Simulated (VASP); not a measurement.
Input of a VASP 6.6.1 run:

POSCAR

```
Si
1.0
   -1.6203000000      1.6243600000      1.3494200000
    1.6168700000     -1.6216200000      1.3418100000
    1.6401100000      1.6414300000     -1.3460400000
Si
1
Direct
    0.0000000000      0.0000000000      0.0000000000
```

INCAR.step1

```
PREC = Accurate
ENCUT = 550
ISMEAR = 0
SIGMA = 0.15
LREAL = F
LASPH = T
NELM = 120
NBANDS = 8
GGA = PE
ALGO = Normal
EDIFF = 1E-5
LWAVE = T
LCHARG = F
GGA_COMPAT = F
```

File INCAR.step2:

```
PREC = Accurate
ENCUT = 550
EDIFF = 1E-6
ISMEAR = 0
SIGMA = 0.15
LREAL = F
LASPH = T
NELM = 120
ALGO = Normal
ISIF = 2
LWAVE = F
LCHARG = T
METAGGA = R2SCAN
LMIXTAU = T
LELF = T
LVHAR = T
NBANDS = 8
ISTART = 1
GGA_COMPAT = F
```

Contents of KPOINTS:

```
Automatic mesh
0
Gamma
  9 9 8
```

Potentials or basis: VASP PAW PBE potentials, release 64 (Si).

Launch:

```console
$ cat potpaw_PBE.64/Si/POTCAR > POTCAR
$ cp INCAR.step1 INCAR
$ mpirun -np 1 vasp_std > vasp.out
$ cp INCAR.step2 INCAR
$ mpirun -np 1 vasp_std > vasp.out
```

(1) What does it give for the band gap on the k mesh?

(2) Estimate the pressure.

Answers

(1) zero (bands 2 and 3 overlap by 13.98 eV).

(2) -2.3 GPa.

Caveat: the PAW data sets were made with another functional, which shifts forces and pressure a little.
